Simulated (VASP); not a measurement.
Wanted: the native input for a VASP 6.6.1 run.

```yaml
Task: single point
Functional: PBEsol
Potentials_or_basis: VASP PAW PBE potentials, release 64 (Pt)
Cutoff: 520 eV
k_mesh: 20 × 20 × 20
Occupations: gaussian, width 0.15 eV
Spin: no spin polarisation
Dipole_correction: no
Further_INCAR_settings: ALGO = Fast; EDIFF = 1e-06; NBANDS = 11
```

The structure of Pt lies in POSCAR:

```
Pt
1.0
    0.0000000000      2.0557950000      1.9579000000
    2.0557950000      0.0000000000      1.9579000000
    2.0557950000      2.0557950000      0.0000000000
Pt
1
Direct
    0.0000000000      0.0000000000      0.0000000000
```

This cell differs from its parent crystal: strain +0.050 along x and y, +0.000 along z.

These files were run (other wordings do the same):

INCAR

```
ALGO = Fast ; EDIFF = 1E-6
ENCUT = 520 ; GGA = PS
ISIF = 2 ; ISMEAR = 0
LASPH = True ; LCHARG = False
LREAL = False ; LWAVE = False
NBANDS = 11 ; NELM = 80
PREC = Accurate ; SIGMA = 0.15
```

KPOINTS

```
k-points
0
Gamma
  20 20 20
```

Potentials or basis: VASP PAW PBE potentials, release 64 (Pt).

Launch:

```bash
$ cat potpaw_PBE.64/Pt/POTCAR > POTCAR
$ mpirun -np 1 vasp_std > vasp.out
```

Results of the run:

| Property | Result |
| --- | --- |
| Pressure | -21.3 GPa |
| Band gap on the k mesh | zero (band 5 reaches 9.97 eV, above the bottom of band 6 at 7.92 eV) |

Caveat: the cell differs from its parent crystal (strain +0.050 along x and y, +0.000 along z); the PAW data sets were made with another functional, which shifts forces and pressure a little; spin-orbit coupling is left out, which moves the levels of the heavy elements.

It took 34 s on 1 thread of Intel(R) Xeon(R) 6975P-C (Granite Rapids), with other jobs on the host, peak memory 0.24 GiB.
